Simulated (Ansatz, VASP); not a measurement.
# One calculation of HfNbTe4, two programs

```
Hf Nb Te
1.0
     3.82223    0.00000    0.00000
    -1.91112    3.31015    0.00000
     0.00000    0.00000   14.31608
Hf Nb Te
1 1 4
Cartesian
  0.0000 0.0000 7.1580
  0.0000 0.0000 0.0000
  1.9111 1.1034 9.0000
  1.9111 1.1034 1.7830
  0.0000 2.2068 12.5331
  0.0000 2.2068 5.3161
```

Change from the starting cell: relaxed end of: species swapped into the SrCaSi4 type (P-3m1, No. 164).

Alike in both runs: functional PBE; k mesh 12 × 12 × 4; occupations gaussian, width 0.1 eV; no spin polarisation.

Ansatz relaxed the structure, and its values are those at the end. VASP's run is a single point on that final structure, the one shown.

|  | VASP | Ansatz |
| --- | --- | --- |
| version | VASP 6.6.1 | Ansatz 0.2.0 |
| potentials or method | VASP PAW PBE potentials, release 64 (Hf_pv, Nb_sv, Te), cutoff 520 eV | scalar-relativistic, plane waves, PAW |
| valence electrons in the cell | 47 | 103 |

Ansatz gave:

* gap on the k mesh at the Fermi level (eV): none
* pressure (GPa): 0.0
* rms of the force components (eV/Å): 0.001

Task: Estimate VASP's values.

Result: gap on the k mesh at the Fermi level (eV): none; pressure (GPa): -0.1; rms of the force components (eV/Å): 0.008.

A gap of «none» marks a metal or a gap that the smearing closes. With one functional, cell and mesh, what is left measures potentials, basis and numerics. VASP's potentials hold 47 valence electrons a cell and Ansatz's 103, so a difference there can come from the potentials and not from the codes.

Neither program's run includes spin-orbit coupling.
